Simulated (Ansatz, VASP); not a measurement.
# Hf3GeRu: VASP beside Ansatz

```
Hf Ge Ru
1.0
     4.86577    0.00000    0.00000
     0.00000    4.86577    0.00000
     0.00000    0.00000    4.86577
Hf Ge Ru
3 1 1
Direct
  0.50000 0.00000 0.00000
  0.00000 0.50000 0.00000
  0.00000 0.00000 0.50000
  0.00000 0.00000 0.00000
  0.50000 0.50000 0.50000
```

Change from the starting cell: species swapped into the KTaO3 type (Pm-3m, No. 221).

Alike in both runs: task relaxation of cell and atoms; functional PBE; k mesh 8 × 8 × 8; occupations gaussian, width 0.1 eV; no spin polarisation.

```csv
,VASP,Ansatz
version,VASP 6.6.1,Ansatz 0.2.0
potentials or method,"VASP PAW PBE potentials, release 64 (Hf_pv, Ge_d, Ru_pv), cutoff 600 eV","scalar-relativistic, plane waves, PAW"
valence electrons in the cell,58,108
```

```csv
,VASP,Ansatz,Ansatz less VASP
"gap on the k mesh at the Fermi level, each at its own relaxed structure (eV)",none,none,-
relaxed volume (Å³/atom),22.98,23.07,+0.086
relaxed length of the cell vector where the two differ most in proportion (Å),4.862,4.868,+0.0060
```

A gap of «none» marks a metal or a gap that the smearing closes. VASP's potentials hold 58 valence electrons a cell and Ansatz's 108, so a difference there can come from the potentials and not from the codes.

Spin-orbit coupling is off throughout.
